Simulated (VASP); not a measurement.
Here is a VASP 6.6.1 calculation.

INCAR

```
SYSTEM = C
  ALGO = Normal
  EDIFF = 1E-6
  ENCUT = 520
  GGA = PE
  ISIF = 2
  ISMEAR = 0
  LASPH = .True.
  LCHARG = .False.
  LREAL = .False.
  LWAVE = .False.
  NBANDS = 8
  NELM = 100
  PREC = Accurate
  SIGMA = 0.1
```

File KPOINTS:

```
k-points
0
Gamma
  34 34 14
  0 0 0
```

POSCAR

```
C
1.0
    1.6245288736      0.0000000000      0.0000000000
    0.0000000000      1.6245288736      0.0000000000
    0.0000000000      0.0000000000      4.0336008518
C
1
Direct
    0.5000000000      0.5000000000      0.0000000000
```

Potentials or basis: VASP PAW PBE potentials, release 64 (C).

Run with:

```sh
$ cat potpaw_PBE.64/C/POTCAR > POTCAR
$ mpirun -np 1 vasp_std > vasp.out
```

Problem. What does it give for the band gap on the k mesh?

Solution. Zero (bands 2 and 3 overlap by 2.56 eV).

Problem. What does it give for the pressure?

Solution. 0.1 GPa.

Stress tensor (GPa, compression positive):
```
 0.25  0.00  0.00
 0.00  0.25  0.00
 0.00  0.00 -0.11
```
